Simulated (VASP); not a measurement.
Input of a VASP 6.6.1 run:

The input INCAR:

```
PREC = Accurate
ENCUT = 520
EDIFF = 1E-6
ISMEAR = 0
SIGMA = 0.05
LREAL = False
LASPH = True
NELM = 100
ALGO = Normal
ISIF = 2
LWAVE = False
LCHARG = True
GGA = PE
LELF = True
LVHAR = True
NBANDS = 16
```

KPOINTS

```
Automatic mesh
0
Gamma
  10 10 10
```

The input POSCAR:

```
CdSe
1.0
    0.0000000000      2.8297865805      2.8297865805
    2.8297865805      0.0000000000      2.8297865805
    2.8297865805      2.8297865805      0.0000000000
Cd Se
1 1
Direct
    0.0000000000      0.0000000000      0.0000000000
    0.5000000000      0.5000000000      0.5000000000
```

Potentials or basis: VASP PAW PBE potentials, release 64 (Cd, Se).

The run is started by

```sh
$ cat potpaw_PBE.64/Cd/POTCAR potpaw_PBE.64/Se/POTCAR > POTCAR
$ mpirun -np 1 vasp_std > vasp.out
```

Problem. What does it give for the band gap on the k mesh?

Solution. Zero (bands 9 and 10 overlap by 0.47 eV).

Problem. Predict the pressure.

Solution. 3.1 GPa.

Caveat: the cell stands under pressure; semilocal functionals underestimate gaps, so a narrow gap can read as zero.
